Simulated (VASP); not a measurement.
Wanted: the native input for a VASP 6.6.1 run.

```
Task                   : single point
Functional             : PBEsol
Potentials or basis    : VASP PAW PBE potentials, release 64 (Mg, O)
Cutoff                 : 520 eV
k mesh                 : 6 × 6 × 6
Occupations            : gaussian, width 0.01 eV
Spin                   : no spin polarisation
Dipole correction      : no
Further INCAR settings : ALGO = Normal; EDIFF = 1e-06; NBANDS = 11
```

The structure of MgO lies in POSCAR:

```
MgO
1.0
    0.0000000000      2.0693150000      2.0693150000
    2.0693150000      0.0000000000      2.0693150000
    2.0693150000      2.0693150000      0.0000000000
Mg O
1 1
Direct
    0.0000000000      0.0000000000      0.0000000000
    0.5000000000      0.5000000000      0.5000000000
```

The input as run:

INCAR

```
SYSTEM = MgO
  ALGO = Normal
  EDIFF = 1E-6
  ENCUT = 520
  GGA = PS
  ISIF = 2
  ISMEAR = 0
  LASPH = .TRUE.
  LCHARG = .TRUE.
  LELF = .TRUE.
  LREAL = .FALSE.
  LVHAR = .TRUE.
  LWAVE = .FALSE.
  NBANDS = 11
  NELM = 60
  PREC = Accurate
  SIGMA = 0.01
```

KPOINTS

```
k-points
0
G
  6 6 6
  0 0 0
```

Potentials or basis: VASP PAW PBE potentials, release 64 (Mg, O).

Command:

```bash
$ cat potpaw_PBE.64/Mg/POTCAR potpaw_PBE.64/O/POTCAR > POTCAR
$ mpirun -np 1 vasp_std > vasp.out
```

Results of the run:

```yaml
Pressure: 9.1 GPa
Band_gap_on_the_k_mesh: 5.16 eV, direct
```

Caveat: the k points lie up to 0.44 Å⁻¹ apart; the PAW data sets were made with another functional, which shifts forces and pressure a little.

It took 11 s on 1 thread of AMD EPYC 7R43 64-Core Processor (Zen 3) (shared host), peak memory 0.1 GiB.
